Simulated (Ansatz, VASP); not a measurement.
## KF in VASP and in Ansatz

```xyz
2
Lattice="0.0000 2.6735 2.5398 2.6735 0.0000 2.5398 2.6735 2.6735 0.0000" Properties=species:S:1:pos:R:3 pbc="T T T"
K     0.0000    0.0000    0.0000
F     2.6735    2.6735    2.5398
```

Change from the starting cell: strain +0.000 along x and y, -0.050 along z, atoms carried along.

Alike in both runs: task single point; functional PBE; k mesh 8 × 8 × 8; occupations gaussian, width 0.05 eV; no spin polarisation.

```csv
,VASP,Ansatz
version,VASP 6.6.1,Ansatz 0.2.0
potentials or method,"VASP PAW PBE potentials, release 64 (K_sv, F), cutoff 520 eV","scalar-relativistic, plane waves, PAW"
valence electrons in the cell,16,16
```

|  | VASP | Ansatz | Ansatz less VASP |
| --- | --- | --- | --- |
| gap on the k mesh at the Fermi level (eV) | 6.34 | 6.36 | +0.018 |
| least direct gap on the mesh (eV) | 6.34 | 6.36 | +0.018 |
| pressure (GPa) | 3.7 | 3.6 | -0.10 |
| traceless stress, the component that is largest in VASP (GPa) | 2.91 | 2.80 | -0.106 |

With one functional, cell and mesh, what is left measures potentials, basis and numerics.
